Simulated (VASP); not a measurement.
# H12C3N4 in VASP: single point with PBE

Aim: the single point of H12C3N4 with PBE.

Everything below comes from runs of VASP 6.6.1. Logs are shortened: lines on timing, memory, paths and dates and some standing lists are left out, and cuts for length are marked.

## Step 1: The cell of the first run

The cell holds a disordered packing, 38 atoms: a = 8.400 Å, b = 8.400 Å, c = 8.400 Å, α = 90.00°, β = 90.00°, γ = 90.00°.

## Step 2: Single point, PBE

Contents of INCAR:

```
SYSTEM = H12C3N4
PREC = Accurate
ENCUT = 910
EDIFF = 1E-6
ISMEAR = -1
SIGMA = 0.02
LREAL = Auto
LASPH = .True.
NELM = 120
ALGO = Normal
ISIF = 2
LWAVE = .False.
LCHARG = .False.
GGA = PE
NBANDS = 69
GGA_COMPAT = .False.
```

Contents of KPOINTS:

```
regular mesh
0
Gamma
  1 1 1
  0 0 0
```

Contents of POSCAR:

```
H12C3N4
1.0
    8.4004530000      0.0000000000      0.0000000000
    0.0000000000      8.4004530000      0.0000000000
    0.0000000000      0.0000000000      8.4004530000
C N H
6 8 24
Direct
    0.8558761486      0.4104845393      0.0315585478
    0.7905108151      0.3859067860      0.1893829591
    0.5055512727      0.7148517041      0.1317908929
    0.3561143495      0.6333188177      0.1606236095
    0.8995053734      0.6983808206      0.5235653961
    1.0488988271      0.6543409357      0.5972124012
    0.7363261014      0.3692451843      0.3158029506
    0.2357900324      0.5686825874      0.1822343809
    1.1689769127      0.6191484767      0.6565080397
    0.4168977978      0.9213903110      0.6986974029
    0.1932163046      0.1832196643      0.2962590664
   -0.0262486854      0.8896968395      0.1781024420
    0.5229874888      0.4359784337      0.7655494016
    0.0805694492      0.2022562709      0.7461100507
    0.9403190952      0.5103862899      0.0347386794
    0.9207026264      0.3048706255     -0.0111283702
    0.7591286802      0.4371369649     -0.0531329178
    0.5890887263      0.6933401686      0.2298821465
    0.5583128070      0.6697258922      0.0208626425
    0.4850117862      0.8434553864      0.1203241962
    0.8287756924      0.7707123707      0.6064638849
    0.9203619759      0.7673551891      0.4130429361
    0.8321481582      0.5904099964      0.4928390985
    0.5165062237      0.8837935811      0.7592125295
    0.3471779862      0.8216927482      0.6848317396
    0.4560900352      0.9501166623      0.5868926409
    0.1710254533      0.2975570478      0.2596976469
    0.1954282484      0.1885062029      0.4179721917
    0.3083126988      0.1619644239      0.2628238920
    0.0384734290      0.9879359705      0.2143360468
    0.0554197209      0.8042665512      0.1483561073
   -0.0792244524      0.9222753680      0.0735241605
    0.5783549927      0.3880558005      0.6680768613
    0.4716259554      0.3417209653      0.8230472652
    0.4296088669      0.5011207558      0.7217194575
    0.0123746194      0.1828543947      0.6471958883
    0.1337137792      0.3106530156      0.7295888852
    0.1696458075      0.1188213570      0.7454124498
```

Potentials or basis: VASP PAW PBE potentials, release 64 (C_h, N_h, H_h).

On the command line:

```sh
$ cat potpaw_PBE.64/C_h/POTCAR potpaw_PBE.64/N_h/POTCAR potpaw_PBE.64/H_h/POTCAR > POTCAR
$ mpirun -np 1 vasp_gam > vasp.out
```

OUTCAR:

```text
SYSTEM = H12C3N4
   PREC = Accurate
   ENCUT = 910
   EDIFF = 1E-6
   ISMEAR = -1
   LREAL = Auto
   LASPH = .True.
   NELM = 120
   ISIF = 2
   GGA = PE

 ion  position               nearest neighbor table
   1  0.856  0.410  0.032-  15 1.10  16 1.10  17 1.10   2 1.45
   2  0.791  0.386  0.189-   7 1.16   1 1.45
   3  0.506  0.715  0.132-  18 1.10  20 1.10  19 1.10   4 1.45
   4  0.356  0.633  0.161-   8 1.16   3 1.45
   5  0.900  0.698  0.524-  21 1.10  23 1.10  22 1.11   6 1.45
   6  0.049  0.654  0.597-   9 1.16   5 1.45
   7  0.736  0.369  0.316-   2 1.16
   8  0.236  0.569  0.182-   4 1.16
   9  0.169  0.619  0.657-   6 1.16
  10  0.417  0.921  0.699-  26 1.02  25 1.03  24 1.03
  11  0.193  0.183  0.296-  29 1.02  28 1.02  27 1.03
  12  0.974  0.890  0.178-  32 1.02  31 1.02  30 1.03
  13  0.523  0.436  0.766-  34 1.02  33 1.02  35 1.02
  14  0.081  0.202  0.746-  36 1.02  37 1.02  38 1.03
  15  0.940  0.510  0.035-   1 1.10
  16  0.921  0.305  0.989-   1 1.10
  17  0.759  0.437  0.947-   1 1.10
[... 19 lines left out ...]
  37  0.134  0.311  0.730-  14 1.02
  38  0.170  0.119  0.745-  14 1.03

  LATTYP: Found a simple cubic cell.
 ALAT       =     8.4004530000

  Lattice vectors:

 A1 = (   8.4004530000,   0.0000000000,   0.0000000000)
 A2 = (   0.0000000000,   8.4004530000,   0.0000000000)
 A3 = (   0.0000000000,   0.0000000000,   8.4004530000)

Analysis of symmetry for initial positions (statically):
=====================================================================
 Subroutine PRICEL returns:
 Original cell was already a primitive cell.

 Routine SETGRP: Setting up the symmetry group for a
 simple cubic supercell.

 Subroutine GETGRP returns: Found  1 space group operations
 (whereof  1 operations were pure point group operations)
 out of a pool of 48 trial point group operations.

The static configuration has the point symmetry C_1 .

Analysis of symmetry for dynamics (positions and initial velocities):
=====================================================================
 Subroutine PRICEL returns:
 Original cell was already a primitive cell.

 Routine SETGRP: Setting up the symmetry group for a
 simple cubic supercell.

 Subroutine GETGRP returns: Found  1 space group operations
 (whereof  1 operations were pure point group operations)
 out of a pool of 48 trial point group operations.

The dynamic configuration has the point symmetry C_1 .

 Subroutine INISYM returns: Found  1 space group operations
 (whereof  1 operations are pure point group operations),
[... 149 lines left out ...]
   NFREE  =      0    steps in history (QN), initial steepest desc. (CG)
   ISIF   =      2    stress and relaxation
   ISYM   =      2    0-nonsym 1-usesym 2-fastsym
   POTIM  = 0.5000    time-step for ionic-motion
   TEBEG  =    0.0;   TEEND  =   0.0 temperature during run
   PSTRESS=    0.0 pullay stress
   NELECT =      88.0000    total number of electrons
   NUPDOWN=      -1.0000    fix difference up-down
   EMIN   =  10.00;   EMAX   =-10.00  energy-range for DOS
   EFERMI =   0.00;   METHOD = LEGACY
   ISMEAR =    -1;   SIGMA  =   0.02  broadening in eV -4-tet -1-fermi 0-gaus
   EFERMI_NEDOS =   21; number of points for ismear=-14 and -15
   IALGO  =     38    algorithm
   IMIX   =      4    mixing-type and parameters
     AMIX     =   0.40;   BMIX     =  1.00
     AMIX_MAG =   1.60;   BMIX_MAG =  1.00
  volume/ion in A,a.u.               =      15.60       105.27
  Fermi-wavevector in a.u.,A,eV,Ry     =   0.866828  1.638068 10.223296  0.751391
  Thomas-Fermi vector in A             =   1.985274
   LORBIT       =      0    0 simple, 1 ext, 2 COOP (PROOUT), +10 PAW based schemes
   GGA     = PE    functional components
   LHFCALC =     F    Hartree Fock is set to
   AEXX    =    0.0000 exact exchange contribution
   IVDW    =     0    specifies the selected vdW correction
   LEPSILON=     F    determine dielectric tensor
   LRPA    =     F    only Hartree local field effects (RPA)
 non-spin polarized calculation
  energy-cutoff  :      910.00
  volume of cell :      592.80
 maximum number of plane-waves:     18537
 NGX is ok and might be reduce to    84
   NGX = 41   NGY = 41   NGZ = 41

 number of electron      88.0000000 magnetization

 Free energy of the ion-electron system (eV)
  ---------------------------------------------------
  ext. energy  EPLUGINS =         0.00000000
  ---------------------------------------------------
  free energy    TOTEN  =      -209.77285882 eV

  energy without entropy =     -209.77285882  energy(sigma->0) =     -209.77285882

 E-fermi :  -2.8668     XC(G=0):  -5.4965

 val. band max:       -3.4083342543   @ k =   0.0000   0.0000   0.0000
 cond. band min:       0.5530030133   @ k =   0.0000   0.0000   0.0000
 fundamental gap:      3.9613372676
 Fermi energy:        -2.8667670561

 k-point     1 :       0.0000    0.0000    0.0000
  band No.  band energies     occupation
      1     -20.3055      2.00000
      2     -20.2256      2.00000
      3     -19.9871      2.00000
      4     -18.7440      2.00000
      5     -18.6114      2.00000
      6     -18.6047      2.00000
[... 48 lines left out ...]
     55       3.0248      0.00000
     56       3.2094      0.00000
 [bands above 56 left out]

------------------------ aborting loop because EDIFF is reached ----------------------------------------

  FORCE on cell =-STRESS in cart. coord.  units (eV):
  Direction    XX          YY          ZZ          XY          YZ          ZX
  --------------------------------------------------------------------------------------
  -------------------------------------------------------------------------------------
  Total       -1.3090471     -1.1738946     -1.2606896     -0.0389911      0.0152256     -0.1050240
  in kB       -3.5379992     -3.1727187     -3.4073021     -0.1053823      0.0411506     -0.2838514
  external PRESSURE =      -3.3726733 kB  Pullay stress =       0.0000000 kB

 VOLUME and BASIS-vectors are now :
 -----------------------------------------------------------------------------
  energy-cutoff  :      910.00
  volume of cell :      592.80
      direct lattice vectors                 reciprocal lattice vectors
     8.400453000  0.000000000  0.000000000     0.119041199  0.000000000  0.000000000
     0.000000000  8.400453000  0.000000000     0.000000000  0.119041199  0.000000000
     0.000000000  0.000000000  8.400453000     0.000000000  0.000000000  0.119041199

 POSITION                                       TOTAL-FORCE (eV/Angst)
 -----------------------------------------------------------------------------------
      7.18975      3.44826      0.26511        -0.002028      0.004195      0.017660
      6.64065      3.24179      1.59090         0.006435     -0.009967     -0.035166
      4.24686      6.00508      1.10710        -0.018977     -0.018107     -0.016165
      2.99152      5.32016      1.34931         0.037450      0.025160     -0.011232
      7.55625      5.86672      4.39819         0.010899     -0.003372      0.002782
      0.41077      5.49676      5.01685        -0.027990      0.014469     -0.007828
[... 30 lines left out ...]
      1.12326      2.60963      6.12888        -0.013082     -0.014065      0.001147
      1.42510      0.99815      6.26180         0.014965      0.004144     -0.007911
 -----------------------------------------------------------------------------------
    total drift:                                0.008306      0.003959      0.023635

  FREE ENERGIE OF THE ION-ELECTRON SYSTEM (eV)
  ---------------------------------------------------
  free  energy   TOTEN  =      -209.7728588235 eV

  energy  without entropy=     -209.7728588235  energy(sigma->0) =     -209.77285882
```

It took 1.9 min on 1 thread of AMD EPYC 9R45 (Zen 5), shared host; peak memory 1 GiB.

What came out:

| Quantity | Value |
| --- | --- |
| Free energy | -209.7729 eV |
| Pressure | -0.3 GPa |
| Largest force | 0.265 eV/Å |
| Band gap on the k mesh | 3.96 eV |

Forces in eV/Å, atoms in the order of the input:
```
C   -0.002  0.004  0.018
C    0.006 -0.010 -0.035
C   -0.019 -0.018 -0.016
C    0.037  0.025 -0.011
C    0.011 -0.003  0.003
C   -0.028  0.014 -0.008
N   -0.008  0.004  0.014
N   -0.029 -0.016 -0.015
N    0.026 -0.006 -0.005
N    0.129 -0.139  0.021
N    0.015  0.020  0.042
N    0.033  0.033  0.032
N    0.009 -0.001 -0.001
N    0.000 -0.001 -0.002
H    0.001 -0.024  0.006
H   -0.002 -0.006 -0.006
H    0.008 -0.007  0.007
H   -0.001 -0.005 -0.006
H   -0.004 -0.017 -0.013
H   -0.007 -0.001 -0.002
H    0.006 -0.015 -0.003
H   -0.004 -0.011  0.009
H    0.002 -0.001 -0.009
H   -0.219  0.099 -0.111
H    0.048  0.088  0.032
H   -0.018  0.021  0.061
H    0.006 -0.014 -0.005
H    0.005 -0.004  0.004
H    0.011  0.000  0.002
H   -0.003 -0.033 -0.025
H   -0.007  0.010  0.011
H   -0.004  0.017  0.000
H    0.002  0.032  0.003
H    0.013 -0.005 -0.005
H   -0.031  0.002  0.005
H    0.014 -0.021  0.015
H   -0.013 -0.014  0.001
H    0.015  0.004 -0.008
```

Levels at points of the mesh, in eV from the valence-band top:
```
           k point  band 41  band 42  band 43  band 44  band 45  band 46  band 47  band 48
(0.00, 0.00, 0.00)    -0.54    -0.43    -0.17     0.00     3.96     5.17     5.20     5.31
```

Caveat: the k points lie up to 0.75 Å⁻¹ apart; the cutoff is under 1.25 times the usual one of these potentials, so pressure, stress and relaxed cells hold a basis-set (Pulay) error.
